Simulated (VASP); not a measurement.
# SiC (P6_3/mmc) in VASP: relaxation of cell and atoms with r2SCAN

Aim: the relaxation of cell and atoms of SiC with r2SCAN.

Everything below comes from runs of VASP 6.6.1. Logs are shortened: lines on timing, memory, paths and dates and some standing lists are left out, and cuts for length are marked.

**1. The cell of the first run**

It takes space group P6_3/mmc (No. 194, hexagonal). The conventional cell has a = 3.139 Å, b = 3.139 Å, c = 4.916 Å, α = 90.00°, β = 90.00°, γ = 120.00°. Si (site symmetry -6m2) has 5 C at 1.81 to 2.46 Å within 2.5 Å. Within 2.5 Å of C (site symmetry -6m2) lie 5 Si at 1.81 to 2.46 Å.

**2. Relaxation of cell and atoms, r2SCAN**

POSCAR reads:

```
SiC
1.0
    3.1388053239      0.0000000000      0.0000000000
   -1.5694026619      2.7182851480      0.0000000000
    0.0000000000      0.0000000000      4.9162076625
Si C
2 2
Direct
    0.3333333333      0.6666666667      0.0000000000
    0.6666666667      0.3333333333      0.5000000000
    0.3333333333      0.6666666667      0.5000000000
    0.6666666667      0.3333333333      1.0000000000
```

INCAR.step1 reads:

```
SYSTEM = SiC
ALGO = Normal
EDIFF = 1E-4
ENCUT = 600
GGA = PE
ISMEAR = 0
LASPH = .True.
LCHARG = .False.
LREAL = .False.
LWAVE = .True.
NELM = 100
PREC = Accurate
SIGMA = 0.01
```

INCAR.step2 reads:

```
SYSTEM = SiC
ALGO = Normal
EDIFF = 1E-6
EDIFFG = -0.002
ENCUT = 600
IBRION = 2
ISIF = 3
ISMEAR = 0
ISTART = 1
LASPH = .True.
LCHARG = .False.
LMIXTAU = .True.
LREAL = .False.
LWAVE = .False.
METAGGA = R2SCAN
NELM = 100
NSW = 100
PREC = Accurate
SIGMA = 0.01
```

KPOINTS reads:

```
k-points
0
Gamma
  18 18 10
  0 0 0
```

Potentials or basis: VASP PAW PBE potentials, release 64 (Si, C).

Run with:

```
cat potpaw_PBE.64/Si/POTCAR potpaw_PBE.64/C/POTCAR > POTCAR
cp INCAR.step1 INCAR
mpirun -np 1 vasp_std > vasp.out
cp INCAR.step2 INCAR
mpirun -np 1 vasp_std > vasp.out
```

OUTCAR:

```text
SYSTEM = SiC
   EDIFF = 1E-6
   EDIFFG = -0.002
   ENCUT = 600
   IBRION = 2
   ISIF = 3
   ISMEAR = 0
   ISTART = 1
   LASPH = .True.
   LREAL = .False.
   METAGGA = R2SCAN
   NELM = 100
   NSW = 100
   PREC = Accurate

 ion  position               nearest neighbor table
   1  0.333  0.667  0.000-   4 1.81   4 1.81   4 1.81   3 2.46   3 2.46   2 3.05   2 3.05   2 3.05
                             2 3.05   2 3.05   2 3.05
   2  0.667  0.333  0.500-   3 1.81   3 1.81   3 1.81   4 2.46   4 2.46   1 3.05   1 3.05   1 3.05
                             1 3.05   1 3.05   1 3.05
   3  0.333  0.667  0.500-   2 1.81   2 1.81   2 1.81   1 2.46   1 2.46
   4  0.667  0.333  0.000-   1 1.81   1 1.81   1 1.81   2 2.46   2 2.46

  LATTYP: Found a hexagonal cell.
 ALAT       =     3.1388053239
 C/A-ratio  =     1.5662671479

  Lattice vectors:

 A1 = (   3.1388053239,   0.0000000000,   0.0000000000)
 A2 = (  -1.5694026619,   2.7182851480,   0.0000000000)
 A3 = (   0.0000000000,   0.0000000000,   4.9162076625)

Analysis of symmetry for initial positions (statically):
=====================================================================
 Subroutine PRICEL returns:
 Original cell was already a primitive cell.

 Routine SETGRP: Setting up the symmetry group for a
 hexagonal supercell.

 Subroutine GETGRP returns: Found 24 space group operations
 (whereof 12 operations were pure point group operations)
 out of a pool of 24 trial point group operations.

The static configuration has the point symmetry D_3h.
 The point group associated with its full space group is D_6h.

Analysis of symmetry for dynamics (positions and initial velocities):
=====================================================================
 Subroutine PRICEL returns:
 Original cell was already a primitive cell.

 Routine SETGRP: Setting up the symmetry group for a
 hexagonal supercell.

 Subroutine GETGRP returns: Found 24 space group operations
 (whereof 12 operations were pure point group operations)
 out of a pool of 24 trial point group operations.

The dynamic configuration has the point symmetry D_3h.
 The point group associated with its full space group is D_6h.

 Subroutine INISYM returns: Found 24 space group operations
 (whereof 12 operations are pure point group operations),
 and found     1 'primitive' translations

----------------------------------------------------------------------------------------

                                     Primitive cell

  volume of cell :      41.9459

  direct lattice vectors                    reciprocal lattice vectors
     3.138805324  0.000000000  0.000000000     0.318592553  0.183939496  0.000000000
    -1.569402662  2.718285148  0.000000000     0.000000000  0.367878992  0.000000000
     0.000000000  0.000000000  4.916207662     0.000000000  0.000000000  0.203408820

  length of vectors
     3.138805324  3.138805324  4.916207662     0.367878992  0.367878992  0.203408820

  position of ions in fractional coordinates (direct lattice)
     0.333333333  0.666666667  0.000000000
     0.666666667  0.333333333  0.500000000
     0.333333333  0.666666667  0.500000000
     0.666666667  0.333333333  0.000000000

  ion indices of the primitive-cell ions
   primitive index   ion index
                 1           1
                 2           2
                 3           3
                 4           4

----------------------------------------------------------------------------------------

 KPOINTS: k-points

Automatic generation of k-mesh.
 Grid dimensions read from file:
 generate k-points for:   18   18   10

 Generating k-lattice:

  Cartesian coordinates                     Fractional coordinates (reciprocal lattice)
     0.017699586  0.010218861  0.000000000     0.055555556 -0.000000000  0.000000000
     0.000000000  0.020437722  0.000000000     0.000000000  0.055555556  0.000000000
     0.000000000  0.000000000  0.020340882     0.000000000  0.000000000  0.100000000

  Length of vectors
     0.020437722  0.020437722  0.020340882

  Shift w.r.t. Gamma in fractional coordinates (k-lattice)
     0.000000000  0.000000000  0.000000000

 Subroutine IBZKPT returns following result:
 ===========================================

 Found    222 irreducible k-points:

 Following reciprocal coordinates:
            Coordinates               Weight
  0.000000  0.000000  0.000000      1.000000
  0.055556  0.000000  0.000000      6.000000
  0.111111  0.000000  0.000000      6.000000
  0.166667 -0.000000  0.000000      6.000000
  0.222222 -0.000000  0.000000      6.000000
  0.277778  0.000000  0.000000      6.000000
[... 16 lines left out ...]
  0.333333  0.111111  0.000000     12.000000
  0.388889  0.111111  0.000000     12.000000
 [... further k-points ...]
   k-points           NKPTS =    222   k-points in BZ     NKDIM =    222   number of bands    NBANDS=     12
   number of dos      NEDOS =    301   number of ions     NIONS =      4
   total plane-waves  NPLWV =  31360
   dimension x,y,z NGX =    28 NGY =   28 NGZ =   40
   dimension x,y,z NGXF=    56 NGYF=   56 NGZF=   80
   ions per type =               2   2
   NGX,Y,Z   is equivalent  to a cutoff of  14.83, 14.83, 13.53 a.u.
   NGXF,Y,Z  is equivalent  to a cutoff of  29.66, 29.66, 27.05 a.u.
 SYSTEM =  SiC
   PREC   = accura    normal or accurate (medium, high low for compatibility)
   ISTART =      1    job   : 0-new  1-cont  2-samecut
   ICHARG =      0    charge: 1-file 2-atom 10-const
   ISPIN  =      1    spin polarized calculation?
   LNONCOLLINEAR =      F non collinear calculations
   LSORBIT =      F    spin-orbit coupling
   LASPH  =      T    aspherical Exc in radial PAW
   ENCUT  =  600.0 eV  44.10 Ry    6.64 a.u.   6.27  6.27  9.82*2*pi/ulx,y,z
   NELM   =    100;   NELMIN=  2; NELMDL=  0     # of ELM steps
   EDIFF  = 0.1E-05   stopping-criterion for ELM
   LREAL  =      F    real-space projection
   EDIFFG = -.2E-02   stopping-criterion for IOM
   NSW    =    100    number of steps for IOM
   IBRION =      2    ionic relax: 0-MD 1-quasi-New 2-CG
   NFREE  =      1    steps in history (QN), initial steepest desc. (CG)
   ISIF   =      3    stress and relaxation
   ISYM   =      2    0-nonsym 1-usesym 2-fastsym
   POTIM  = 0.5000    time-step for ionic-motion
   TEBEG  =    0.0;   TEEND  =   0.0 temperature during run
   PSTRESS=    0.0 pullay stress
   NELECT =      16.0000    total number of electrons
   NUPDOWN=      -1.0000    fix difference up-down
   EMIN   =  10.00;   EMAX   =-10.00  energy-range for DOS
   EFERMI =   0.00;   METHOD = LEGACY
   ISMEAR =     0;   SIGMA  =   0.01  broadening in eV -4-tet -1-fermi 0-gaus
   EFERMI_NEDOS =   21; number of points for ismear=-14 and -15
   IALGO  =     38    algorithm
   IMIX   =      4    mixing-type and parameters
     AMIX     =   0.40;   BMIX     =  1.00
     AMIX_MAG =   1.60;   BMIX_MAG =  1.00
  volume/ion in A,a.u.               =      10.49        70.77
  Fermi-wavevector in a.u.,A,eV,Ry     =   1.187276  2.243626 19.179097  1.409624
  Thomas-Fermi vector in A             =   2.323431
   LORBIT       =      0    0 simple, 1 ext, 2 COOP (PROOUT), +10 PAW based schemes
   METAGGA = R2SCAN    functional components
   LHFCALC =     F    Hartree Fock is set to
   AEXX    =    0.0000 exact exchange contribution
   IVDW    =     0    specifies the selected vdW correction
   LEPSILON=     F    determine dielectric tensor
   LRPA    =     F    only Hartree local field effects (RPA)
 conjugate gradient relaxation of ions
 non-spin polarized calculation
 Gauss-broadening in eV      SIGMA  =   0.01
  energy-cutoff  :      600.00
  volume of cell :       41.95
 maximum number of plane-waves:      1418
 NGX is ok and might be reduce to    28
   NGX = 13   NGY = 13   NGZ = 19

--------------------------------------- Ionic step        1  -------------------------------------------

 number of electron      16.0000000 magnetization

 Free energy of the ion-electron system (eV)
  ---------------------------------------------------
  ext. energy  EPLUGINS =         0.00000000
  ---------------------------------------------------
  free energy    TOTEN  =       -36.69490758 eV

  energy without entropy =      -36.69490757  energy(sigma->0) =      -36.69490757

------------------------ aborting loop because EDIFF is reached ----------------------------------------

  FORCE on cell =-STRESS in cart. coord.  units (eV):
  Direction    XX          YY          ZZ          XY          YZ          ZX
  --------------------------------------------------------------------------------------
  -------------------------------------------------------------------------------------
  Total       -0.1778517     -0.1778517      0.0283374     -0.0000000     -0.0000000      0.0000000
  in kB       -6.7932712     -6.7932712      1.0823849     -0.0000000     -0.0000000      0.0000000
  external PRESSURE =      -4.1680525 kB  Pullay stress =       0.0000000 kB
[... 251 lines left out ...]
  energy  without entropy=      -36.6952777354  energy(sigma->0) =      -36.69527774

--------------------------------------- Ionic step        8  -------------------------------------------

 number of electron      16.0000000 magnetization

 Free energy of the ion-electron system (eV)
  ---------------------------------------------------
  ext. energy  EPLUGINS =         0.00000000
  ---------------------------------------------------
  free energy    TOTEN  =       -36.69528445 eV

  energy without entropy =      -36.69528445  energy(sigma->0) =      -36.69528445

 E-fermi :  10.3842     XC(G=0): -11.9118

 val. band max:       10.3034372707   @ k =   0.0000   0.0000   0.0000
 cond. band min:      10.4841088329   @ k =   0.5000   0.0000   0.0000
 fundamental gap:      0.1806715622
 Fermi energy:        10.3841716452

 k-point     1 :       0.0000    0.0000    0.0000
  band No.  band energies     occupation
      1      -8.3457      2.00000
      2      -4.8039      2.00000
      3       0.1752      2.00000
      4       5.6114      2.00000
      5       5.6114      2.00000
      6       6.9286      2.00000
      7       6.9286      2.00000
      8      10.3034      2.00000
      9      12.2769      0.00000
     10      14.2867      0.00000
     11      14.6086      0.00000
     12      14.6086      0.00000
[... 331 lines left out ...]
 k-point    24 :       0.3889    0.1111    0.0000
  band No.  band energies     occupation
      1      -5.2051      2.00000
      2      -3.3278      2.00000
      3      -0.3150      2.00000
      4       1.3170      2.00000
      5       3.0072      2.00000
      6       3.3573      2.00000
      7       5.1562      2.00000
      8       6.2642      2.00000
      9      11.6843      0.00000
     10      14.1207      0.00000
     11      14.5315      0.00000
     12      15.9743      0.00000

 [... further k-points ...]

------------------------ aborting loop because EDIFF is reached ----------------------------------------

  FORCE on cell =-STRESS in cart. coord.  units (eV):
  Direction    XX          YY          ZZ          XY          YZ          ZX
  --------------------------------------------------------------------------------------
  -------------------------------------------------------------------------------------
  Total       -0.0052584     -0.0052584      0.0022204     -0.0000000      0.0000000      0.0000000
  in kB       -0.2002274     -0.2002274      0.0845485     -0.0000000      0.0000000      0.0000000
  external PRESSURE =      -0.1053021 kB  Pullay stress =       0.0000000 kB
[... 19 lines left out ...]
  FREE ENERGIE OF THE ION-ELECTRON SYSTEM (eV)
  ---------------------------------------------------
  free  energy   TOTEN  =       -36.6952844502 eV

  energy  without entropy=      -36.6952844502  energy(sigma->0) =      -36.69528445

 reached required accuracy - stopping structural energy minimisation
```

It took 16 min on 1 thread of Intel Xeon 6975P-C (Granite Rapids), shared host; peak memory 0.29 GiB.

What came out:

- Free energy: -36.6953 eV
- Relaxed volume: 10.52 Å³/atom
- Relaxed cell: a = 3.134 Å, b = 3.134 Å, c = 4.947 Å, α = 90.00°, β = 90.00°, γ = 120.00°
- Space group after relaxing (to 0.1 Å): P6_3/mmc (No. 194)
- Energy gained by relaxing: 0.1 meV/atom
- Ionic steps: 8
- Pressure after relaxing: 0.0 GPa
- Band gap on the k mesh: 0.18 eV (least direct gap 1.97 eV)

Step by step:
```csv
step,energy change (eV),largest force (eV/Å),pressure (GPa),volume (Å³)
1,0.0000,0.0000,-0.42,41.95
2,0.0001,0.0000,0.81,41.78
3,-0.0002,0.0000,0.12,41.87
4,-0.0002,0.0000,0.10,41.88
5,-0.0002,0.0000,0.09,41.90
6,-0.0003,0.0000,0.04,41.97
7,-0.0004,0.0000,-0.03,42.12
8,-0.0004,0.0000,-0.01,42.08
```

Final structure:
```
Si C
1.0
     3.13397    0.00000    0.00000
    -1.56699    2.71410    0.00000
     0.00000    0.00000    4.94671
Si C
2 2
Direct
  0.33333 0.66667 0.00000
  0.66667 0.33333 0.50000
  0.33333 0.66667 0.50000
  0.66667 0.33333 0.00000
```

Levels at points of the mesh, in eV from the valence-band top:
```csv
k point,band 4,band 5,band 6,band 7,band 8,band 9,band 10,band 11,band 12
"(0.00, 0.00, 0.00)",-4.69,-4.69,-3.37,-3.37,0.00,1.97,3.98,4.31,4.31
"(0.50, 0.00, 0.00)",-9.36,-6.84,-6.56,-4.56,-4.31,0.18,3.39,4.30,6.89
"(0.00, 0.00, 0.50)",-5.58,-4.08,-4.08,-4.08,-4.08,3.34,3.34,4.91,4.91
"(0.50, 0.00, 0.50)",-11.16,-5.70,-5.70,-3.23,-3.23,1.58,1.58,2.02,2.02
```

Caveat: semilocal functionals underestimate gaps, and a narrow one can read as zero; the PAW data sets were made with another functional, which shifts forces and pressure a little.
